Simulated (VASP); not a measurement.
# La3Fe (Fm-3m) in VASP: further runs

Runs on La3Fe. Level: PBE. Tasks: single point, relaxation of cell and atoms.

Everything below comes from runs of VASP 6.6.1. Logs are shortened: lines on timing, memory, paths and dates and some standing lists are left out, and cuts for length are marked.

### Step 1. The cell of the first run

It takes space group Fm-3m (No. 225, cubic). The conventional cell has a = 7.837 Å, b = 7.837 Å, c = 7.837 Å, α = 90.00°, β = 90.00°, γ = 90.00°. La (site symmetry -43m) has 10 La at 3.39 to 3.92 Å and 4 Fe at 3.39 Å within 4.5 Å. Within 4.5 Å of La (site symmetry m-3m) lie 8 La at 3.39 Å and 6 Fe at 3.92 Å. Within 4.5 Å of Fe (site symmetry m-3m) lie 14 La at 3.39 to 3.92 Å.

The cell was generated, and may not be a known phase.

### Step 2. Single point, PBE, collinear spin, ferromagnetic start

Contents of INCAR:

```
SYSTEM = La3Fe
PREC = Accurate
ENCUT = 520
EDIFF = 1E-6
ISMEAR = 0
SIGMA = 0.1
LREAL = .False.
LASPH = .True.
NELM = 150
ALGO = Normal
ISIF = 2
LWAVE = .False.
LCHARG = .False.
ISPIN = 2
MAGMOM = 0 0 0 4
LORBIT = 11
LMAXMIX = 6
GGA = PE
NBANDS = 32
```

Contents of KPOINTS:

```
regular mesh
0
Gamma
  4 4 4
  0 0 0
```

Contents of POSCAR:

```
La3Fe
1.0
    0.0000000000      3.9187127900      3.9187127900
    3.9187127900      0.0000000000      3.9187127900
    3.9187127900      3.9187127900      0.0000000000
La Fe
3 1
Direct
    0.2500000000      0.2500000000      0.2500000000
    0.7500000000      0.7500000000      0.7500000000
    0.0000000000      0.0000000000      0.0000000000
    0.5000000000      0.5000000000      0.5000000000
```

Potentials or basis: VASP PAW PBE potentials, release 64 (La, Fe).

Run with:

```console
$ cat potpaw_PBE.64/La/POTCAR potpaw_PBE.64/Fe/POTCAR > POTCAR
$ mpirun -np 1 vasp_std > vasp.out
```

OUTCAR:

```text
SYSTEM = La3Fe
   PREC = Accurate
   ENCUT = 520
   EDIFF = 1E-6
   ISMEAR = 0
   LREAL = .False.
   LASPH = .True.
   NELM = 150
   ISIF = 2
   ISPIN = 2
   LORBIT = 11
   GGA = PE

 ion  position               nearest neighbor table
   1  0.250  0.250  0.250-   3 3.39   3 3.39   3 3.39   4 3.39   4 3.39   4 3.39   4 3.39   3 3.39

   2  0.750  0.750  0.750-   4 3.39   4 3.39   4 3.39   3 3.39   3 3.39   3 3.39   4 3.39   3 3.39

   3  0.000  0.000  0.000-   2 3.39   2 3.39   2 3.39   1 3.39   1 3.39   1 3.39   2 3.39   1 3.39

   4  0.500  0.500  0.500-   1 3.39   1 3.39   1 3.39   2 3.39   2 3.39   2 3.39   2 3.39   1 3.39

  LATTYP: Found a face centered cubic cell.
 ALAT       =     7.8374255800

  Lattice vectors:

 A1 = (   0.0000000000,   3.9187127900,   3.9187127900)
 A2 = (   3.9187127900,   0.0000000000,   3.9187127900)
 A3 = (   3.9187127900,   3.9187127900,   0.0000000000)

Analysis of symmetry for initial positions (statically):
=====================================================================
 Subroutine PRICEL returns:
 Original cell was already a primitive cell.

 Routine SETGRP: Setting up the symmetry group for a
 face centered cubic supercell.

 Subroutine GETGRP returns: Found 48 space group operations
 (whereof 48 operations were pure point group operations)
 out of a pool of 48 trial point group operations.

The static configuration has the point symmetry O_h .

Analysis of symmetry for dynamics (positions and initial velocities):
=====================================================================
 Subroutine PRICEL returns:
 Original cell was already a primitive cell.

 Routine SETGRP: Setting up the symmetry group for a
 face centered cubic supercell.

 Subroutine GETGRP returns: Found 48 space group operations
 (whereof 48 operations were pure point group operations)
 out of a pool of 48 trial point group operations.

The dynamic configuration has the point symmetry O_h .

Analysis of structural, dynamic, and magnetic symmetry:
=====================================================================
 Subroutine PRICEL returns:
 Original cell was already a primitive cell.

 Routine SETGRP: Setting up the symmetry group for a
 face centered cubic supercell.

 Subroutine GETGRP returns: Found 48 space group operations
 (whereof 48 operations were pure point group operations)
 out of a pool of 48 trial point group operations.
[... 116 lines left out ...]
   IVDW    =     0    specifies the selected vdW correction
   LEPSILON=     F    determine dielectric tensor
   LRPA    =     F    only Hartree local field effects (RPA)
 spin polarized calculation
 Gauss-broadening in eV      SIGMA  =   0.10
  energy-cutoff  :      520.00
  volume of cell :      120.35
 maximum number of plane-waves:      3287
 NGX is ok and might be reduce to    42
   NGX = 21   NGY = 21   NGZ = 21

 number of electron      40.9999989 magnetization      -0.8290674

 number of electron      40.9999990 magnetization       1.1216693

 Free energy of the ion-electron system (eV)
  ---------------------------------------------------
  ext. energy  EPLUGINS =         0.00000000
  ---------------------------------------------------
  free energy    TOTEN  =       -21.29481781 eV

  energy without entropy =      -21.24949374  energy(sigma->0) =      -21.27215578

 E-fermi :   7.7957     XC(G=0): -10.0153

 val. band max:        7.7807478614   @ k =  -0.2500   0.5000   0.2500
 cond. band min:       7.8223463609   @ k =  -0.2500   0.5000   0.2500
 fundamental gap:      0.0415984994
 Fermi energy:         7.7956850511

 spin component 1

 k-point     1 :       0.0000    0.0000    0.0000
  band No.  band energies     occupation
      1     -25.0468      1.00000
      2     -24.5937      1.00000
      3     -24.5031      1.00000
      4      -9.0229      1.00000
      5      -9.0229      1.00000
      6      -9.0229      1.00000
[... 269 lines left out ...]
     31       9.6811      0.00000
     32       9.6812      0.00000
 Fermi energy:         7.7956850511

 spin component 2

 k-point     1 :       0.0000    0.0000    0.0000
  band No.  band energies     occupation
      1     -25.1862      1.00000
      2     -24.7267      1.00000
      3     -24.6252      1.00000
      4      -9.2749      1.00000
      5      -9.2749      1.00000
      6      -9.2749      1.00000
[... 269 lines left out ...]
     31       9.6304      0.00000
     32       9.6304      0.00000

------------------------ aborting loop because EDIFF is reached ----------------------------------------

  FORCE on cell =-STRESS in cart. coord.  units (eV):
  Direction    XX          YY          ZZ          XY          YZ          ZX
  --------------------------------------------------------------------------------------
  -------------------------------------------------------------------------------------
  Total       -1.7840228     -1.7840228     -1.7840228     -0.0000000      0.0000000     -0.0000000
  in kB      -23.7492925    -23.7492925    -23.7492925     -0.0000000      0.0000000     -0.0000000
  external PRESSURE =     -23.7492925 kB  Pullay stress =       0.0000000 kB

 VOLUME and BASIS-vectors are now :
 -----------------------------------------------------------------------------
  energy-cutoff  :      520.00
  volume of cell :      120.35
      direct lattice vectors                 reciprocal lattice vectors
     0.000000000  3.918712790  3.918712790    -0.127592918  0.127592918  0.127592918
     3.918712790  0.000000000  3.918712790     0.127592918 -0.127592918  0.127592918
     3.918712790  3.918712790  0.000000000     0.127592918  0.127592918 -0.127592918

 POSITION                                       TOTAL-FORCE (eV/Angst)
 -----------------------------------------------------------------------------------
      1.95936      1.95936      1.95936         0.000000      0.000000     -0.000000
      5.87807      5.87807      5.87807        -0.000000     -0.000000      0.000000
      0.00000      0.00000      0.00000        -0.000000     -0.000000     -0.000000
      3.91871      3.91871      3.91871        -0.000000     -0.000000     -0.000000
 -----------------------------------------------------------------------------------
    total drift:                               -0.000000     -0.000000      0.000000

  FREE ENERGIE OF THE ION-ELECTRON SYSTEM (eV)
  ---------------------------------------------------
  free  energy   TOTEN  =       -21.2948178078 eV

  energy  without entropy=      -21.2494937449  energy(sigma->0) =      -21.27215578

 total charge

# of ion       s       p       d       f       tot
--------------------------------------------------
    1        2.060   5.550   0.928   0.107   8.645
    2        2.060   5.550   0.928   0.107   8.645
    3        2.038   5.540   1.039   0.136   8.754
    4        0.403   0.224   6.062   0.000   6.688
--------------------------------------------------
tot          6.561  16.863   8.958   0.349  32.731

 magnetization (x)

# of ion       s       p       d       f       tot
--------------------------------------------------
    1       -0.006  -0.007  -0.248  -0.025  -0.287
    2       -0.006  -0.007  -0.248  -0.025  -0.287
    3       -0.030  -0.006  -0.239  -0.045  -0.319
    4        0.040   0.032   2.735   0.000   2.807
--------------------------------------------------
tot         -0.003   0.013   2.000  -0.096   1.914
```

OSZICAR:

```text
N       E                     dE             d eps       ncg     rms          rms(c)
DAV:   1     0.467038340054E+03    0.46704E+03   -0.13757E+04  1032   0.178E+03
DAV:   2     0.562520186982E+02   -0.41079E+03   -0.39785E+03  1456   0.325E+02
DAV:   3    -0.173456781957E+02   -0.73598E+02   -0.71369E+02  1560   0.175E+02
[... 28 lines left out ...]
DAV:  32    -0.212947339225E+02   -0.27954E-03   -0.62762E-04  1792   0.156E-01    0.115E-01
DAV:  33    -0.212947905116E+02   -0.56589E-04   -0.42393E-04  1752   0.117E-01    0.459E-02
DAV:  34    -0.212948035207E+02   -0.13009E-04   -0.72457E-05  1896   0.473E-02    0.350E-02
DAV:  35    -0.212948140202E+02   -0.10499E-04   -0.13213E-05  1584   0.237E-02    0.139E-02
DAV:  36    -0.212948175691E+02   -0.35488E-05   -0.25495E-05  1712   0.247E-02    0.178E-02
DAV:  37    -0.212948178078E+02   -0.23874E-06   -0.32771E-06  1272   0.147E-02
   1 F= -.21294818E+02 E0= -.21272156E+02  d E =-.453241E-01  mag=     1.1223
```

Wall time 4.6 min (1 thread of AMD EPYC 7R43 (Zen 3), shared host); peak memory 0.32 GiB.

What came out:

```
Free energy                                           : -21.2948 eV
Pressure                                              : -2.4 GPa
Net moment                                            : 1.12 μB per cell
Site moments                                          : La -0.29, -0.32 (each value once); Fe +2.81 μB
Valence electrons inside the program's atomic spheres : La 8.64, 8.75 (each value once); Fe 6.69
```

Caveat: spin-orbit coupling is left out, which moves the levels of the heavy elements.

### Step 3. Relaxation of cell and atoms, PBE, collinear spin, ferromagnetic start

Contents of INCAR:

```
SYSTEM = La3Fe
PREC = Accurate
ENCUT = 600
EDIFF = 1E-6
ISMEAR = 0
SIGMA = 0.1
LREAL = .FALSE.
LASPH = .TRUE.
NELM = 150
ALGO = Fast
ISIF = 3
LWAVE = .FALSE.
LCHARG = .FALSE.
ISPIN = 2
MAGMOM = 0 0 0 4
LORBIT = 11
LMAXMIX = 6
GGA = PE
IBRION = 2
NSW = 90
EDIFFG = -0.04
```

Contents of KPOINTS:

```
Automatic mesh
0
G
  4 4 4
  0 0 0
```

POSCAR is that of step 2.

Potentials or basis: VASP PAW PBE potentials, release 64 (La, Fe).

Run with:

```console
$ cat potpaw_PBE.64/La/POTCAR potpaw_PBE.64/Fe/POTCAR > POTCAR
$ mpirun -np 1 vasp_std > vasp.out
```

Wall time 82 min (1 thread of AMD EPYC 7R43 (Zen 3), shared host); peak memory 0.44 GiB.

Results (log left out):

| Quantity | Value |
| --- | --- |
| Free energy | -21.0292 eV |
| Relaxed volume | 26.08 Å³/atom |
| Relaxed cell | a = 5.284 Å, b = 5.284 Å, c = 5.284 Å, α = 60.00°, β = 60.00°, γ = 60.00° |
| Space group after relaxing (to 0.1 Å) | Fm-3m (No. 225) |
| Energy gained by relaxing | 9636.7 meV/atom |
| Ionic steps | 22 |
| Pressure after relaxing | 0.1 GPa |
| Net moment | 0.00 μB per cell |
| Valence electrons inside the program's atomic spheres | La 8.78, 8.88 (each value once); Fe 6.89 |

Step by step:
```
step  energy change (eV)  largest force (eV/Å)  pressure (GPa)  volume (Å³)
   1              0.0000                0.0000            2.83       120.35
   2            -37.9376                0.0000           -6.20       129.87
   3            -38.2199                0.0000           -6.17       123.13
   4            -38.2786                0.0000           -4.77       121.21
   5            -38.2943                0.0000           -4.61       120.67
   6            -38.3000                0.0000           -4.87       120.47
   7            -38.3021                0.0000           -4.56       120.40
   8            -38.3029                0.0000           -4.64       120.37
   9            -38.3032                0.0000           -4.69       120.36
  10            -38.3033                0.0000           -4.59       120.36
  11            -38.3034                0.0000           -4.54       120.35
  12            -38.3034                0.0000           -4.55       120.35
  13            -38.3034                0.0000           -4.56       120.35
  14            -38.3034                0.0000           -4.55       120.35
  15            -38.3034                0.0000           -4.55       120.35
  16            -38.3034                0.0000           -4.47       120.35
  17            -38.3034                0.0000           -4.59       120.35
  18            -38.3034                0.0000           -4.52       120.35
  19            -38.3034                0.0000           -4.58       120.35
  20            -38.4178                0.0000           -3.50       115.82
  21            -38.5447                0.0000           -0.62       106.13
  22            -38.5466                0.0000            0.06       104.34
```

Final structure:
```yaml
crystal:
  lattice:
    - [0.00000, 3.73654, 3.73654]
    - [3.73654, 0.00000, 3.73654]
    - [3.73654, 3.73654, 0.00000]
  atoms:
    - { symbol: La, position: [0.25000, 0.25000, 0.25000] }
    - { symbol: La, position: [0.75000, 0.75000, 0.75000] }
    - { symbol: La, position: [0.00000, 0.00000, 0.00000] }
    - { symbol: Fe, position: [0.50000, 0.50000, 0.50000] }
```

Levels at points of the mesh, in eV from the Fermi level:
Spin up:
```tsv
k point	band 18	band 19	band 20	band 21	band 22	band 23
(0.00, 0.00, 0.00)	-0.38	-0.25	-0.25	-0.25	0.59	0.59
(0.50, 0.00, 0.00)	-0.70	-0.70	-0.65	-0.65	0.05	0.24
(0.50, 0.50, 0.00)	-0.72	-0.64	-0.50	0.25	0.42	0.42
```
Spin down:
```tsv
k point	band 17	band 18	band 19	band 20	band 21	band 22	band 23	band 24
(0.00, 0.00, 0.00)	-0.38	-0.38	-0.25	-0.25	-0.25	0.59	0.59	1.53
(0.50, 0.00, 0.00)	-0.74	-0.70	-0.70	-0.65	-0.65	0.05	0.24	0.24
(0.50, 0.50, 0.00)	-0.85	-0.72	-0.64	-0.50	0.25	0.42	0.42	0.86
```

Caveat: the moments typed at the start vanished in this run; spin-orbit coupling is left out, which moves the levels of the heavy elements.
